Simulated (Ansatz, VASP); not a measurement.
One calculation of Ge, two programs

File INCAR:

```
ALGO = Normal
EDIFF = 1E-6
ENCUT = 520
GGA = RE
ISIF = 2
ISMEAR = -1
LASPH = True
LCHARG = False
LREAL = False
LWAVE = False
NBANDS = 13
NELM = 80
PREC = Accurate
SIGMA = 0.1
```

File KPOINTS:

```
k-points
0
Gamma
  14 14 14
```

POSCAR

```
Ge
1.0
    0.0000000000      2.1517699902      2.1517699902
    2.1517699902      0.0000000000      2.1517699902
    2.1517699902      2.1517699902      0.0000000000
Ge
1
Direct
    0.0000000000      0.0000000000      0.0000000000
```

Input for Ansatz:

```yaml
crystal:
  lattice:
    - [0.0, 2.1517699902, 2.1517699902]
    - [2.1517699902, 0.0, 2.1517699902]
    - [2.1517699902, 2.1517699902, 0.0]
  atoms:
    - { symbol: Ge, position: [0.0, 0.0, 0.0] }
hamiltonian:
  xc: revpbe
  pseudopotentials:
    kind: paw
    azcp:
      Ge: "pseudopotentials/Ge.paw.azcp"
basis:
  ecutwfc: 420
  fft_grid_basis: typed
kpoints:
  mp_grid: { grid: [14, 14, 14], shift: [0, 0, 0] }
magnetization:
  spin_polarized: false
scf:
  occupations: { method: fermi_dirac, width: 0.1 }
  lower_state_search: "off"
output:
  stress: true
```

Alike in both runs: task single point; functional revPBE; k mesh 14 × 14 × 14; occupations fermi-dirac, width 0.1 eV; no spin polarisation.

```csv
,VASP,Ansatz
version,VASP 6.6.1,Ansatz 0.2.0
potentials or method,"VASP PAW PBE potentials, release 64 (Ge_d), cutoff 520 eV","plane waves (420 eV) with PAW, scalar-relativistic"
valence electrons in the cell,14,14
```

|  | VASP | Ansatz | Ansatz less VASP |
| --- | --- | --- | --- |
| pressure (GPa) | 0.1 | 0.2 | +0.10 |

VASP's potentials were made for PBE, not for revPBE.
